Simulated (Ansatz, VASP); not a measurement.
## HfSiO4 in VASP and in Ansatz

The input INCAR:

```
SYSTEM = HfSiO4
ALGO     = Normal         ! electronic algorithm
EDIFF    = 1E-6           ! SCF threshold, eV
ENCUT    = 520            ! plane-wave cutoff, eV
GGA      = PE             ! functional
ISIF     = 2              ! what is computed and relaxed
ISMEAR   = -1             ! smearing method
LASPH    = .True.         ! aspherical terms in the spheres
LCHARG   = .True.         ! write CHGCAR
LELF     = .True.         ! ELF
LREAL    = .False.        ! projectors in reciprocal space
LVHAR    = .True.       
LWAVE    = .False.        ! write WAVECAR
NBANDS   = 50             ! bands
NELM     = 100            ! most SCF steps
PREC     = Accurate       ! precision mode
SIGMA    = 0.02           ! smearing width, eV
```

The input KPOINTS:

```
k-points
0
Gamma
  6 6 6
  0 0 0
```

POSCAR

```
HfSiO4
1.0
   -3.2908231527      3.2908231527      2.9857689456
    3.2908231527     -3.2908231527      2.9857689456
    3.2908231527      3.2908231527     -2.9857689456
Hf Si O
2 2 8
Direct
    0.0000000000      0.0000000000      0.0000000000
    0.7500000000      0.2500000000      0.5000000000
    0.2500000000      0.7500000000      0.5000000000
    0.5000000000      0.5000000000      0.0000000000
    0.1352530325      0.3198800075      0.8153730251
    0.0698800075      0.7545069824      0.6846269749
    0.0698800075      0.3852530325      0.3153730251
    0.5045069824      0.3198800075      0.1846269749
    0.6801199925      0.4954930176      0.8153730251
    0.6147469675      0.9301199925      0.6846269749
    0.2454930176      0.9301199925      0.3153730251
    0.6801199925      0.8647469675      0.1846269749
```

Input for Ansatz:

```yaml
crystal:
  lattice:
    - [-3.2908231527, 3.2908231527, 2.9857689456]
    - [3.2908231527, -3.2908231527, 2.9857689456]
    - [3.2908231527, 3.2908231527, -2.9857689456]
  atoms:
    - { symbol: Hf, position: [0.0, 0.0, 0.0] }
    - { symbol: Hf, position: [0.75, 0.25, 0.5] }
    - { symbol: Si, position: [0.25, 0.75, 0.5] }
    - { symbol: Si, position: [0.5, 0.5, 0.0] }
    - { symbol: O, position: [0.1352530325, 0.3198800075, 0.8153730251] }
    - { symbol: O, position: [0.0698800075, 0.7545069824, 0.6846269749] }
    - { symbol: O, position: [0.0698800075, 0.3852530325, 0.3153730251] }
    - { symbol: O, position: [0.5045069824, 0.3198800075, 0.1846269749] }
    - { symbol: O, position: [0.6801199925, 0.4954930176, 0.8153730251] }
    - { symbol: O, position: [0.6147469675, 0.9301199925, 0.6846269749] }
    - { symbol: O, position: [0.2454930176, 0.9301199925, 0.3153730251] }
    - { symbol: O, position: [0.6801199925, 0.8647469675, 0.1846269749] }
kpoints:
  mp_grid: { grid: [6, 6, 6] }
  band_path:
    path:
      - [0.0, 0.0, 0.0]
      - [0.0, 0.0, 0.5]
      - [-0.5, 0.5, 0.5]
      - [0.4557990254, 0.4557990254, -0.4557990254]
      - [-0.4557990254, 0.5442009746, 0.4557990254]
      - [0.25, 0.25, 0.25]
      - [0.0, 0.5, 0.0]
      - [0.1666666667, 0.1666666667, 0.1666666667]
      - [0.052083, 0.052083, -0.052083]
      - [0.1875, 0.302083, 0.25]
    npoints: 1
hamiltonian:
  xc: pbe
scf:
  occupations: { method: fermi_dirac, width: 0.02 }
  n_extra_bands: 7
output:
  forces: true
  stress: true
  eigenvalues: true
```

Alike in both runs: task single point; functional PBE; k mesh 6 × 6 × 6; occupations fermi-dirac, width 0.02 eV; no spin polarisation.

|  | VASP | Ansatz |
| --- | --- | --- |
| version | VASP 6.6.1 | Ansatz 0.2.0 |
| potentials or method | VASP PAW PBE potentials, release 64 (Hf_pv, Si, O) | plane waves, PAW |
| plane-wave cutoff (eV) | 520 | 420 |
| valence electrons in the cell | 76 | 108 |

```csv
,VASP,Ansatz,Ansatz less VASP
gap on the k mesh at the Fermi level (eV),5.39,5.44,+0.056
pressure (GPa),4.7,6.4,+1.67
"traceless stress, the component that is largest in VASP (GPa)",0.67,0.42,-0.246
rms of the force components (eV/Å),0.223,0.131,-0.0917
```

Atom by atom the forces differ by 0.092 eV/Å (rms over components). VASP's potentials hold 76 valence electrons a cell and Ansatz's 108, so a difference there can come from the potentials and not from the codes.

Neither program's run includes spin-orbit coupling.
